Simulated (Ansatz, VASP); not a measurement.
# Te2As3: VASP beside Ansatz

The input INCAR:

```
PREC     = Accurate       # precision mode
ENCUT    = 520            # plane-wave cutoff, eV
EDIFF    = 1E-6           # SCF threshold, eV
ISMEAR   = 0              # smearing method
SIGMA    = 0.1            # smearing width, eV
LREAL    = F              # projectors in reciprocal space
LASPH    = T              # aspherical terms in the spheres
NELM     = 80             # most SCF steps
ALGO     = Normal         # electronic algorithm
ISIF     = 2              # what is computed and relaxed
LWAVE    = F              # write WAVECAR
LCHARG   = F              # write CHGCAR
GGA      = PE             # functional
NBANDS   = 22             # bands
```

Contents of KPOINTS:

```
regular mesh
0
Gamma
  6 6 4
```

Contents of POSCAR:

```
Te2As3
1.0
    4.9844579400      0.0000000000      0.0000000000
   -2.4922289700      4.3166672000      0.0000000000
    0.0000000000      0.0000000000      6.3564545600
Te As
2 3
Direct
    0.3333333300      0.6666666700      0.1991098700
    0.6666666700      0.3333333300      0.8008901300
    0.3333333300      0.6666666700      0.6736396600
    0.6666666700      0.3333333300      0.3263603400
    0.0000000000      0.0000000000      0.0000000000
```

Input for Ansatz:

```yaml
crystal:
  lattice:
    - [4.98445794, 0.0, 0.0]
    - [-2.49222897, 4.3166672, 0.0]
    - [0.0, 0.0, 6.35645456]
  atoms:
    - { symbol: Te, position: [0.33333333, 0.66666667, 0.19910987] }
    - { symbol: Te, position: [0.66666667, 0.33333333, 0.80089013] }
    - { symbol: As, position: [0.33333333, 0.66666667, 0.67363966] }
    - { symbol: As, position: [0.66666667, 0.33333333, 0.32636034] }
    - { symbol: As, position: [0.0, 0.0, 0.0] }
basis:
  ecutwfc: 420
kpoints:
  mp_grid: { grid: [6, 6, 4] }
hamiltonian:
  xc: pbe
scf:
  occupations: { method: gaussian, width: 0.1 }
  lower_state_search: "off"
output:
  forces: true
  stress: true
  eigenvalues: true
```

Change from the starting cell: species swapped into the Si2Rh3 type (P-3m1, No. 164).

Alike in both runs: task single point; functional PBE; k mesh 6 × 6 × 4; occupations gaussian, width 0.1 eV; no spin polarisation.

```csv
,VASP,Ansatz
version,VASP 6.6.1,Ansatz 0.2.0
potentials or method,"VASP PAW PBE potentials, release 64 (Te, As), cutoff 520 eV","scalar-relativistic, plane waves, PAW"
valence electrons in the cell,27,77
```

```tsv
	VASP	Ansatz	Ansatz less VASP
gap on the k mesh at the Fermi level (eV)	none	none	-
pressure (GPa)	-2.3	-2.3	+0.02
traceless stress, the component that is largest in VASP (GPa)	-0.93	-0.93	-0.001
rms of the force components (eV/Å)	0.233	0.234	+0.0010
```

Atom by atom the forces differ by 0.001 eV/Å (rms over components). A gap of «none» marks a metal or a gap that the smearing closes. With one functional, cell and mesh, what is left measures potentials, basis and numerics. VASP's potentials hold 27 valence electrons a cell and Ansatz's 77, so a difference there can come from the potentials and not from the codes.

Neither program's run includes spin-orbit coupling.
